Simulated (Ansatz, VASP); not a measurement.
One calculation of ScAl3, two programs

```
Sc Al
1.0
     4.12599    0.00000    0.00000
     0.00000    4.12599    0.00000
     0.00000    0.00000    4.12599
Sc Al
1 3
Direct
  0.00000 0.00000 0.00000
  0.50000 0.00000 0.50000
  0.00000 0.50000 0.50000
  0.50000 0.50000 0.00000
```

Alike in both runs: task single point; functional r2SCAN; k mesh 10 × 10 × 10; occupations gaussian, width 0.1 eV; no spin polarisation.

```csv
,VASP,Ansatz
version,VASP 6.6.1,Ansatz 0.2.0
potentials or method,"VASP PAW PBE potentials, release 64 (Sc_sv, Al), cutoff 520 eV","scalar-relativistic, plane waves, PAW"
valence electrons in the cell,20,20
```

|  | VASP | Ansatz | Ansatz less VASP |
| --- | --- | --- | --- |
| gap on the k mesh at the Fermi level (eV) | none | none | - |
| pressure (GPa) | -2.6 | -2.6 | +0.01 |

VASP's potentials were made for PBE, not for r2SCAN. A gap of «none» marks a metal or a gap that the smearing closes.
